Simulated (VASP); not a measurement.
The system is MgSe.

```
Mg Se
1.0
     0.00000    2.72487    2.72487
     2.72487    0.00000    2.72487
     2.72487    2.72487    0.00000
Mg Se
1 1
Cartesian
  0.0000 0.0000 0.0000
  2.7249 2.7249 2.7249
```

Base run:

| Item | Value |
| --- | --- |
| Program | VASP 6.6.1 |
| Functional | PBEsol |
| Potentials or basis | VASP PAW PBE potentials, release 64 (Mg, Se) |
| Cutoff | 600 eV |
| k mesh | 8 × 8 × 8 |
| Occupations | fermi-dirac, width 0.05 eV |
| Spin | no spin polarisation |

Its results: band gap on the k mesh 1.76 eV (least direct gap 2.50 eV); pressure -0.1 GPa.

The run is repeated on the same cell with these changes: functional from PBEsol to r2SCAN; cutoff from 600 eV to 660 eV. What comes out?

Band gap on the k mesh 2.46 eV (least direct gap 3.50 eV); pressure 0.5 GPa.

Caveats: the PAW data sets were made with another functional, which shifts forces and pressure a little.

A k mesh can miss the band edges.
